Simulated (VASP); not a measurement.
Set up this calculation in VASP 6.6.1, as the native input.

```
Task                               : single point
Functional                         : B3LYP
Potentials or basis                : VASP PAW PBE potentials, release 64 (B)
Cutoff                             : 520 eV
k mesh                             : 6 × 6 × 8
Occupations                        : fermi-dirac, width 0.05 eV
Spin                               : no spin polarisation
Dipole correction                  : no
Grid for exact exchange (PRECFOCK) : Normal
Further INCAR settings             : ALGO = Normal; EDIFF = 1e-07; NBANDS = 8
```

Crystal: B.

```
B
1.0
     2.36165    0.00000    0.00000
     0.00000    2.36165    0.00000
     0.00000    0.00000    1.59629
B
1
Direct
  0.50000 0.50000 0.50000
```

The input as run:

POSCAR

```
B
1.0
    2.3616476051      0.0000000000      0.0000000000
    0.0000000000      2.3616476051      0.0000000000
    0.0000000000      0.0000000000      1.5962922266
B
1
Direct
    0.5000000000      0.5000000000      0.5000000000
```

INCAR.step1

```
  ALGO = Normal
  EDIFF = 1E-5
  ENCUT = 520
  GGA = PE
  ISIF = 2
  ISMEAR = -1
  LASPH = True
  LCHARG = False
  LREAL = False
  LWAVE = True
  NBANDS = 8
  NELM = 80
  PREC = Accurate
  SIGMA = 0.05
```

INCAR.step2

```
  AEXX = 0.2
  AGGAC = 0.81
  AGGAX = 0.72
  ALDAC = 0.19
  ALGO = Normal
  EDIFF = 1E-7
  ENCUT = 520
  GGA = B3
  ISIF = 2
  ISMEAR = -1
  ISTART = 1
  LASPH = True
  LCHARG = False
  LHFCALC = True
  LREAL = False
  LWAVE = False
  NBANDS = 8
  NELM = 80
  PREC = Accurate
  PRECFOCK = Normal
  SIGMA = 0.05
```

KPOINTS

```
k-points
0
Gamma
  6 6 8
```

Potentials or basis: VASP PAW PBE potentials, release 64 (B).

The run is started by

```console
$ cat potpaw_PBE.64/B/POTCAR > POTCAR
$ cp INCAR.step1 INCAR
$ mpirun -np 1 vasp_std > vasp.out
$ cp INCAR.step2 INCAR
$ mpirun -np 1 vasp_std > vasp.out
```

Results of the run:

```yaml
Pressure: -1.3 GPa
```

Caveat: the k points lie up to 0.49 Å⁻¹ apart; the PAW data sets were made with another functional, which shifts forces and pressure a little.

Run time: 56 s on 1 thread of Intel(R) Xeon(R) 6975P-C (Granite Rapids), with other jobs on the host, peak memory 0.11 GiB.
